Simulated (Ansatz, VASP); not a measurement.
One calculation of V, two programs

INCAR

```
  PREC = Accurate
  ENCUT = 520
  EDIFF = 1E-6
  ISMEAR = 0
  SIGMA = 0.05
  LREAL = F
  LASPH = T
  NELM = 150
  ALGO = Normal
  ISIF = 2
  LWAVE = F
  LCHARG = F
  ISPIN = 2
  MAGMOM = 1 -1
  LORBIT = 11
  LMAXMIX = 4
  GGA = PS
  NBANDS = 24
```

File KPOINTS:

```
regular mesh
0
Gamma
  20 20 10
```

File POSCAR:

```
V
1.0
    0.0000000000      2.9584018478      0.0000000000
    2.9584018478      0.0000000000      0.0000000000
    2.9584018478      2.9584018478     -2.9584018478
V
2
Direct
    0.0000000000      0.0000000000      0.0000000000
    0.0000000000      0.0000000000      0.5000000000
```

Input for Ansatz:

```yaml
crystal:
  lattice:
    - [0.0, 2.9584018478, 0.0]
    - [2.9584018478, 0.0, 0.0]
    - [2.9584018478, 2.9584018478, -2.9584018478]
  atoms:
    - { symbol: V, position: [0.0, 0.0, 0.0], spin: 1.0 }
    - { symbol: V, position: [0.0, 0.0, 0.5], spin: -1.0 }
basis:
  ecutwfc: 420
  ecutrho_ratio: 4
kpoints:
  mp_grid: { grid: [20, 20, 10] }
hamiltonian:
  xc: pbesol
scf:
  occupations: { method: gaussian, width: 0.05 }
output:
  forces: true
  stress: true
  eigenvalues: true
  populations: true
magnetization:
  spin_polarized: true
```

Alike in both runs: task single point; functional PBEsol; k mesh 20 × 20 × 10; occupations gaussian, width 0.05 eV; collinear spin.

|  | VASP | Ansatz |
| --- | --- | --- |
| version | VASP 6.6.1 | Ansatz 0.2.0 |
| potentials or method | VASP PAW PBE potentials, release 64 (V_sv), cutoff 520 eV | scalar-relativistic, plane waves, PAW |
| valence electrons in the cell | 26 | 26 |

Ansatz gave:

* pressure (GPa): 0.1
* net moment per atom (μB): 0.00

Which values does VASP return?

Pressure (GPa): 0.3; net moment per atom (μB): 0.00.

VASP's potentials were made for PBE, not for PBEsol. The functional is the same, so the differences come from potentials, cutoffs and numerics. Ansatz's warnings: seeded moment not kept.
